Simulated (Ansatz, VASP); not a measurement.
# LiH: VASP beside Ansatz

```
Li H
1.0
     0.00000    2.11380    1.95120
     2.11380    0.00000    1.95120
     2.11380    2.11380    0.00000
Li H
1 1
Direct
  0.00000 0.00000 0.00000
  0.50000 0.50000 0.50000
```

Change from the starting cell: strain +0.040 along x and y, -0.040 along z, atoms carried along.

Alike in both runs: task single point; functional PBE; k mesh 10 × 10 × 10; occupations gaussian, width 0.05 eV; no spin polarisation.

|  | VASP | Ansatz |
| --- | --- | --- |
| version | VASP 6.6.1 | Ansatz 0.2.0 |
| potentials or method | VASP PAW PBE potentials, release 64 (Li_sv, H), cutoff 520 eV | scalar-relativistic, plane waves, PAW |
| valence electrons in the cell | 4 | 4 |

```tsv
	VASP	Ansatz	Ansatz less VASP
gap on the k mesh at the Fermi level (eV)	2.34	2.34	+0.006
least direct gap on the mesh (eV)	2.90	2.91	+0.009
```

With one functional, cell and mesh, what is left measures potentials, basis and numerics.

Noted on VASP's run: the cutoff is short for stress, so the pressure is rough.
